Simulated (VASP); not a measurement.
**Al: single point with PBE**

Al:

```
CELL_PARAMETERS angstrom
4.61463 0.00000 0.00000
-2.30731 3.99638 0.00000
0.00000 0.00000 2.78993
ATOMIC_POSITIONS crystal
Al 0.00000 0.00000 0.00000
Al 0.33333 0.66667 0.50000
Al 0.66667 0.33333 0.50000
```

```json
{"Program": "VASP 6.6.1", "Task": "single point", "Functional": "PBE", "Potentials or basis": "VASP PAW PBE potentials, release 64 (Al)", "Cutoff": "520 eV", "k mesh": "12 × 12 × 16", "Occupations": "gaussian, width 0.1 eV", "Spin": "no spin polarisation"}
```

| Item | Value |
| --- | --- |
| Pressure | 0.0 GPa |

Levels at points of the mesh, in eV from the Fermi level:
```tsv
k point	band 2	band 3	band 4	band 5	band 6	band 7
(0.00, 0.00, 0.00)	-2.08	-2.08	-1.99	-1.99	-1.41	-1.31
(0.50, 0.00, 0.00)	-8.52	-4.19	-3.86	4.31	4.55	4.71
(0.00, 0.00, 0.50)	-5.86	1.47	1.47	1.93	2.27	2.27
(0.50, 0.00, 0.50)	-4.06	-3.76	-3.51	-0.29	0.70	0.72
```

Run time: 60 s on 1 thread of Intel(R) Xeon(R) Platinum 8488C (Sapphire Rapids), with other jobs on the host, peak memory 0.22 GiB.
